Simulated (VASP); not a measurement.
# Ti2W3 (I4/mmm) in VASP: a series of runs

Runs on Ti2W3. Level: PBE. Tasks: single point.

All numbers are computed with VASP 6.6.1; they aren't measurements. Logs are shortened: lines on timing, memory, paths and dates and some standing lists are left out, and cuts for length are marked.

**1. The cell of the first run**

It takes space group I4/mmm (No. 139, tetragonal). Conventional cell: a = 3.182 Å, b = 3.182 Å, c = 15.908 Å, α = 90.00°, β = 90.00°, γ = 90.00°. Ti (site symmetry 4mm) has 8 Ti at 2.76 to 3.18 Å and 6 W at 2.76 to 3.18 Å within 3.6 Å. Within 3.6 Å of W (site symmetry 4/mmm) lie 12 W at 2.76 to 3.18 Å and 2 Ti at 3.18 Å. W (site symmetry 4mm) has 5 Ti at 2.76 to 3.18 Å and 9 W at 2.76 to 3.18 Å within 3.6 Å.

**2. Single point, PBE**

Input file INCAR:

```
ALGO = Fast
EDIFF = 1E-6
ENCUT = 520
GGA = PE
ISIF = 2
ISMEAR = 0
LASPH = True
LCHARG = False
LREAL = False
LWAVE = False
NBANDS = 41
NELM = 80
PREC = Accurate
SIGMA = 0.1
```

Input file KPOINTS:

```
k-points
0
Gamma
  8 8 8
```

Input file POSCAR:

```
Ti2W3
1.0
   -1.5908054100      1.5908054100      7.9540270600
    1.5908054100     -1.5908054100      7.9540270600
    1.5908054100      1.5908054100     -7.9540270600
Ti W
2 3
Direct
    0.2000000000      0.2000000000      0.0000000000
    0.8000000000      0.8000000000      0.0000000000
    0.0000000000      0.0000000000      0.0000000000
    0.6000000000      0.6000000000      0.0000000000
    0.4000000000      0.4000000000      0.0000000000
```

Potentials or basis: VASP PAW PBE potentials, release 64 (Ti_sv, W_sv).

The run is started by

```sh
$ cat potpaw_PBE.64/Ti_sv/POTCAR potpaw_PBE.64/W_sv/POTCAR > POTCAR
$ mpirun -np 1 vasp_std > vasp.out
```

OUTCAR:

```text
EDIFF = 1E-6
   ENCUT = 520
   GGA = PE
   ISIF = 2
   ISMEAR = 0
   LASPH = True
   LREAL = False
   NELM = 80
   PREC = Accurate

 ion  position               nearest neighbor table
   1  0.200  0.200  0.000-   2 2.76   2 2.76   2 2.76   2 2.76   4 2.76   4 2.76   4 2.76   4 2.76
                             5 3.18   3 3.18
   2  0.800  0.800  0.000-   1 2.76   1 2.76   1 2.76   1 2.76   5 2.76   5 2.76   5 2.76   5 2.76
                             4 3.18   3 3.18
   3  0.000  0.000  0.000-   4 2.76   4 2.76   5 2.76   4 2.76   5 2.76   5 2.76   4 2.76   5 2.76
                             1 3.18   2 3.18
   4  0.600  0.600  0.000-   1 2.76   1 2.76   3 2.76   1 2.76   3 2.76   3 2.76   1 2.76   3 2.76
                             2 3.18   5 3.18
   5  0.400  0.400  0.000-   3 2.76   3 2.76   2 2.76   3 2.76   2 2.76   2 2.76   3 2.76   2 2.76
                             1 3.18   4 3.18

  LATTYP: Found a body centered tetragonal cell.
 ALAT       =     3.1816108200
 C/A-ratio  =     5.0000000063

  Lattice vectors:

 A1 = (  -1.5908054100,   1.5908054100,   7.9540270600)
 A2 = (   1.5908054100,  -1.5908054100,   7.9540270600)
 A3 = (   1.5908054100,   1.5908054100,  -7.9540270600)

Analysis of symmetry for initial positions (statically):
=====================================================================
 Subroutine PRICEL returns:
 Original cell was already a primitive cell.

 Routine SETGRP: Setting up the symmetry group for a
 body centered tetragonal supercell.

 Subroutine GETGRP returns: Found 16 space group operations
 (whereof 16 operations were pure point group operations)
 out of a pool of 16 trial point group operations.

The static configuration has the point symmetry D_4h.

Analysis of symmetry for dynamics (positions and initial velocities):
=====================================================================
 Subroutine PRICEL returns:
 Original cell was already a primitive cell.

 Routine SETGRP: Setting up the symmetry group for a
 body centered tetragonal supercell.

 Subroutine GETGRP returns: Found 16 space group operations
 (whereof 16 operations were pure point group operations)
 out of a pool of 16 trial point group operations.

The dynamic configuration has the point symmetry D_4h.

 Subroutine INISYM returns: Found 16 space group operations
 (whereof 16 operations are pure point group operations),
 and found     1 'primitive' translations

----------------------------------------------------------------------------------------

                                     Primitive cell

  volume of cell :      80.5158

  direct lattice vectors                    reciprocal lattice vectors
    -1.590805410  1.590805410  7.954027060     0.000000000  0.314306198  0.062861239
     1.590805410 -1.590805410  7.954027060     0.314306198  0.000000000  0.062861239
     1.590805410  1.590805410 -7.954027060     0.314306198  0.314306198  0.000000000

  length of vectors
     8.266067395  8.266067395  8.266067395     0.320530687  0.320530687  0.444496088

  position of ions in fractional coordinates (direct lattice)
     0.200000000  0.200000000  0.000000000
     0.800000000  0.800000000  0.000000000
     0.000000000  0.000000000  0.000000000
     0.600000000  0.600000000  0.000000000
     0.400000000  0.400000000  0.000000000

  ion indices of the primitive-cell ions
   primitive index   ion index
                 1           1
                 2           2
                 3           3
                 4           4
                 5           5

----------------------------------------------------------------------------------------

 KPOINTS: k-points

Automatic generation of k-mesh.
 Grid dimensions read from file:
 generate k-points for:    8    8    8

 Generating k-lattice:

  Cartesian coordinates                     Fractional coordinates (reciprocal lattice)
     0.000000000  0.039288275  0.007857655     0.125000000  0.000000000  0.000000000
     0.039288275  0.000000000  0.007857655     0.000000000  0.125000000  0.000000000
     0.039288275  0.039288275  0.000000000     0.000000000  0.000000000  0.125000000

  Length of vectors
     0.040066336  0.040066336  0.055562011

  Shift w.r.t. Gamma in fractional coordinates (k-lattice)
     0.000000000  0.000000000  0.000000000

 Subroutine IBZKPT returns following result:
 ===========================================

 Found     59 irreducible k-points:

 Following reciprocal coordinates:
            Coordinates               Weight
  0.000000  0.000000  0.000000      1.000000
  0.125000 -0.000000  0.000000      8.000000
  0.250000 -0.000000  0.000000      8.000000
  0.375000 -0.000000  0.000000      8.000000
  0.500000 -0.000000  0.000000      4.000000
  0.125000  0.125000  0.000000      8.000000
[... 16 lines left out ...]
  0.250000  0.125000  0.125000     16.000000
  0.375000  0.125000  0.125000      8.000000
 [... further k-points ...]
   k-points           NKPTS =     59   k-points in BZ     NKDIM =     59   number of bands    NBANDS=     41
   number of dos      NEDOS =    301   number of ions     NIONS =      5
   total plane-waves  NPLWV = 262144
   dimension x,y,z NGX =    64 NGY =   64 NGZ =   64
   dimension x,y,z NGXF=   128 NGYF=  128 NGZF=  128
   ions per type =               2   3
   NGX,Y,Z   is equivalent  to a cutoff of  12.87, 12.87, 12.87 a.u.
   NGXF,Y,Z  is equivalent  to a cutoff of  25.74, 25.74, 25.74 a.u.
 SYSTEM =  unknown system
   PREC   = accura    normal or accurate (medium, high low for compatibility)
   ISTART =      0    job   : 0-new  1-cont  2-samecut
   ICHARG =      2    charge: 1-file 2-atom 10-const
   ISPIN  =      1    spin polarized calculation?
   LNONCOLLINEAR =      F non collinear calculations
   LSORBIT =      F    spin-orbit coupling
   LASPH  =      T    aspherical Exc in radial PAW
   ENCUT  =  520.0 eV  38.22 Ry    6.18 a.u.  15.37 15.37 15.37*2*pi/ulx,y,z
   NELM   =     80;   NELMIN=  2; NELMDL= -5     # of ELM steps
   EDIFF  = 0.1E-05   stopping-criterion for ELM
   LREAL  =      F    real-space projection
   EDIFFG = 0.1E-04   stopping-criterion for IOM
   NSW    =      0    number of steps for IOM
   IBRION =     -1    ionic relax: 0-MD 1-quasi-New 2-CG
   NFREE  =      0    steps in history (QN), initial steepest desc. (CG)
   ISIF   =      2    stress and relaxation
   ISYM   =      2    0-nonsym 1-usesym 2-fastsym
   POTIM  = 0.5000    time-step for ionic-motion
   TEBEG  =    0.0;   TEEND  =   0.0 temperature during run
   PSTRESS=    0.0 pullay stress
   NELECT =      66.0000    total number of electrons
   NUPDOWN=      -1.0000    fix difference up-down
   EMIN   =  10.00;   EMAX   =-10.00  energy-range for DOS
   EFERMI =   0.00;   METHOD = LEGACY
   ISMEAR =     0;   SIGMA  =   0.10  broadening in eV -4-tet -1-fermi 0-gaus
   EFERMI_NEDOS =   21; number of points for ismear=-14 and -15
   IALGO  =     68    algorithm
   IMIX   =      4    mixing-type and parameters
     AMIX     =   0.40;   BMIX     =  1.00
     AMIX_MAG =   1.60;   BMIX_MAG =  1.00
  volume/ion in A,a.u.               =      16.10       108.67
  Fermi-wavevector in a.u.,A,eV,Ry     =   1.532130  2.895307 31.938640  2.347424
  Thomas-Fermi vector in A             =   2.639379
   LORBIT       =      0    0 simple, 1 ext, 2 COOP (PROOUT), +10 PAW based schemes
   GGA     = PE    functional components
   LHFCALC =     F    Hartree Fock is set to
   AEXX    =    0.0000 exact exchange contribution
   IVDW    =     0    specifies the selected vdW correction
   LEPSILON=     F    determine dielectric tensor
   LRPA    =     F    only Hartree local field effects (RPA)
 non-spin polarized calculation
 RMM-DIIS sequential band-by-band and
 Gauss-broadening in eV      SIGMA  =   0.10
  energy-cutoff  :      520.00
  volume of cell :       80.52
 maximum number of plane-waves:      2212
 NGX is ok and might be reduce to    64
   NGX = 31   NGY = 31   NGZ = 31

 number of electron      66.0000000 magnetization

 Free energy of the ion-electron system (eV)
  ---------------------------------------------------
  ext. energy  EPLUGINS =         0.00000000
  ---------------------------------------------------
  free energy    TOTEN  =       -54.43227619 eV

  energy without entropy =      -54.39808599  energy(sigma->0) =      -54.41518109

 E-fermi :   9.8365     XC(G=0): -12.8838

 val. band max:        9.8341766157   @ k =  -0.3750   0.3750   0.1250
 cond. band min:       9.8438914970   @ k =   0.5000  -0.0000   0.0000
 fundamental gap:      0.0097148813
 Fermi energy:         9.8365252596

 k-point     1 :       0.0000    0.0000    0.0000
  band No.  band energies     occupation
      1     -63.7515      2.00000
      2     -63.5637      2.00000
      3     -63.5349      2.00000
      4     -46.3423      2.00000
      5     -46.1916      2.00000
      6     -28.1510      2.00000
[... 33 lines left out ...]
     40      12.9292      0.00000
     41      13.1705      0.00000

 k-point     2 :       0.1250   -0.0000    0.0000
  band No.  band energies     occupation
      1     -63.7462      2.00000
      2     -63.5624      2.00000
      3     -63.5379      2.00000
      4     -46.3345      2.00000
      5     -46.1953      2.00000
      6     -28.1679      2.00000
[... 33 lines left out ...]
     40      12.4440      0.00000
     41      12.5181      0.00000

 k-point     3 :       0.2500   -0.0000    0.0000
  band No.  band energies     occupation
      1     -63.7327      2.00000
      2     -63.5595      2.00000
      3     -63.5458      2.00000
      4     -46.3134      2.00000
      5     -46.2067      2.00000
      6     -28.2796      2.00000
[... 875 lines left out ...]
      2     -63.5538      2.00000
      3     -63.5524      2.00000
      4     -46.2683      2.00000
      5     -46.2274      2.00000
      6     -28.3458      2.00000
[... 33 lines left out ...]
     40      13.0017      0.00000
     41      13.4971      0.00000

 k-point    24 :       0.3750    0.1250    0.1250
  band No.  band energies     occupation
      1     -63.7067      2.00000
      2     -63.5554      2.00000
      3     -63.5512      2.00000
      4     -46.2457      2.00000
      5     -46.2457      2.00000
      6     -28.3835      2.00000
[... 33 lines left out ...]
     40      13.1436      0.00000
     41      13.5828      0.00000

 [... further k-points ...]

------------------------ aborting loop because EDIFF is reached ----------------------------------------

  FORCE on cell =-STRESS in cart. coord.  units (eV):
  Direction    XX          YY          ZZ          XY          YZ          ZX
  --------------------------------------------------------------------------------------
  -------------------------------------------------------------------------------------
  Total        0.5283592      0.5283592      0.6957379      0.0000000      0.0000000      0.0000000
  in kB       10.5137749     10.5137749     13.8444299      0.0000000      0.0000000      0.0000000
  external PRESSURE =      11.6239932 kB  Pullay stress =       0.0000000 kB

 VOLUME and BASIS-vectors are now :
 -----------------------------------------------------------------------------
  energy-cutoff  :      520.00
  volume of cell :       80.52
      direct lattice vectors                 reciprocal lattice vectors
    -1.590805410  1.590805410  7.954027060     0.000000000  0.314306198  0.062861239
     1.590805410 -1.590805410  7.954027060     0.314306198  0.000000000  0.062861239
     1.590805410  1.590805410 -7.954027060     0.314306198  0.314306198  0.000000000

 POSITION                                       TOTAL-FORCE (eV/Angst)
 -----------------------------------------------------------------------------------
      0.00000      0.00000      3.18161         0.000000      0.000000     -1.010821
      0.00000      0.00000     12.72644        -0.000000     -0.000000      1.010821
      0.00000      0.00000      0.00000        -0.000000     -0.000000     -0.000000
      0.00000      0.00000      9.54483        -0.000000     -0.000000      0.054055
      0.00000      0.00000      6.36322        -0.000000     -0.000000     -0.054055
 -----------------------------------------------------------------------------------
    total drift:                                0.000000     -0.000000      0.000000

  FREE ENERGIE OF THE ION-ELECTRON SYSTEM (eV)
  ---------------------------------------------------
  free  energy   TOTEN  =       -54.4322761857 eV

  energy  without entropy=      -54.3980859941  energy(sigma->0) =      -54.41518109
```

Run time: 24 min. Hardware: 1 thread of Intel Xeon 6975P-C (Granite Rapids), shared host; peak memory 0.66 GiB.

What came out:

```
Free energy            : -54.4323 eV
Pressure               : 1.2 GPa
Largest force          : 1.011 eV/Å
Band gap on the k mesh : zero (bands 33 and 34 overlap by 0.91 eV)
```

Forces on the atoms (eV/Å):
```
Ti   0.000  0.000 -1.011
Ti   0.000  0.000  1.011
W    0.000  0.000  0.000
W    0.000  0.000  0.054
W    0.000  0.000 -0.054
```

Caveat: spin-orbit coupling is left out, which moves the levels of the heavy elements; forces of over 1 eV/Å act on the atoms, so gaps and moduli don't describe the material at rest.

**3. Single point, PBE**

This run uses another cell than the first one, of 16.34 Å³/atom.

Input file INCAR:

```
  PREC = Accurate
  ENCUT = 520
  EDIFF = 1E-6
  ISMEAR = 0
  SIGMA = 0.1
  LREAL = False
  LASPH = True
  NELM = 100
  ALGO = Fast
  ISIF = 2
  LWAVE = False
  LCHARG = False
  GGA = PE
  NBANDS = 41
```

Input file KPOINTS:

```
Automatic mesh
0
Gamma
  8 8 8
```

Input file POSCAR:

```
Ti2W3
1.0
   -1.5905030486      1.5905030486      8.0745765551
    1.5905030486     -1.5905030486      8.0745765551
    1.5905030486      1.5905030486     -8.0745765551
Ti W
2 3
Direct
    0.1940159749      0.1940159749      0.0000000000
    0.8059840251      0.8059840251      0.0000000000
    0.0000000000      0.0000000000      0.0000000000
    0.5986573376      0.5986573376      0.0000000000
    0.4013426624      0.4013426624      0.0000000000
```

Potentials or basis: VASP PAW PBE potentials, release 64 (Ti_sv, W_sv).

The run is started by

```sh
$ cat potpaw_PBE.64/Ti_sv/POTCAR potpaw_PBE.64/W_sv/POTCAR > POTCAR
$ mpirun -np 1 vasp_std > vasp.out
```

OUTCAR:

```text
PREC = Accurate
   ENCUT = 520
   EDIFF = 1E-6
   ISMEAR = 0
   LREAL = False
   LASPH = True
   NELM = 100
   ISIF = 2
   GGA = PE

 ion  position               nearest neighbor table
   1  0.194  0.194  0.000-   4 2.73   4 2.73   4 2.73   4 2.73   2 2.89   2 2.89   2 2.89   2 2.89
                             3 3.13
   2  0.806  0.806  0.000-   5 2.73   5 2.73   5 2.73   5 2.73   1 2.89   1 2.89   1 2.89   1 2.89
                             3 3.13
   3  0.000  0.000  0.000-   4 2.76   4 2.76   5 2.76   4 2.76   5 2.76   5 2.76   4 2.76   5 2.76
                             1 3.13   2 3.13
   4  0.599  0.599  0.000-   1 2.73   1 2.73   1 2.73   1 2.73   3 2.76   3 2.76   3 2.76   3 2.76
[... 1267 lines left out ...]
  Total        0.0959805      0.0959805      0.0923078      0.0000000      0.0000000      0.0000000
  in kB        1.8821084      1.8821084      1.8100909      0.0000000      0.0000000      0.0000000
  external PRESSURE =       1.8581025 kB  Pullay stress =       0.0000000 kB

 VOLUME and BASIS-vectors are now :
 -----------------------------------------------------------------------------
  energy-cutoff  :      520.00
  volume of cell :       81.71
      direct lattice vectors                 reciprocal lattice vectors
    -1.590503049  1.590503049  8.074576555     0.000000000  0.314365949  0.061922752
     1.590503049 -1.590503049  8.074576555     0.314365949  0.000000000  0.061922752
     1.590503049  1.590503049 -8.074576555     0.314365949  0.314365949  0.000000000

 POSITION                                       TOTAL-FORCE (eV/Angst)
 -----------------------------------------------------------------------------------
      0.00000      0.00000      3.13319        -0.000000     -0.000000      0.019657
      0.00000      0.00000     13.01596         0.000000      0.000000     -0.019657
      0.00000      0.00000      0.00000         0.000000      0.000000     -0.000000
      0.00000      0.00000      9.66781         0.000000      0.000000      0.034336
      0.00000      0.00000      6.48134        -0.000000     -0.000000     -0.034336
 -----------------------------------------------------------------------------------
    total drift:                               -0.000000      0.000000      0.000000

  FREE ENERGIE OF THE ION-ELECTRON SYSTEM (eV)
  ---------------------------------------------------
  free  energy   TOTEN  =       -54.5283175564 eV

  energy  without entropy=      -54.4974947880  energy(sigma->0) =      -54.51290617
```

It took 28 min on 1 thread of Intel Xeon 6975P-C (Granite Rapids), shared host; peak memory 0.67 GiB.

What came out:

```
Free energy            : -54.5283 eV
Pressure               : 0.2 GPa
Largest force          : 0.034 eV/Å
Band gap on the k mesh : zero (bands 33 and 34 overlap by 0.90 eV)
```

Forces on the atoms (eV/Å):
```
Ti   0.000  0.000  0.020
Ti   0.000  0.000 -0.020
W    0.000  0.000  0.000
W    0.000  0.000  0.034
W    0.000  0.000 -0.034
```

Caveat: spin-orbit coupling is left out, which moves the levels of the heavy elements.
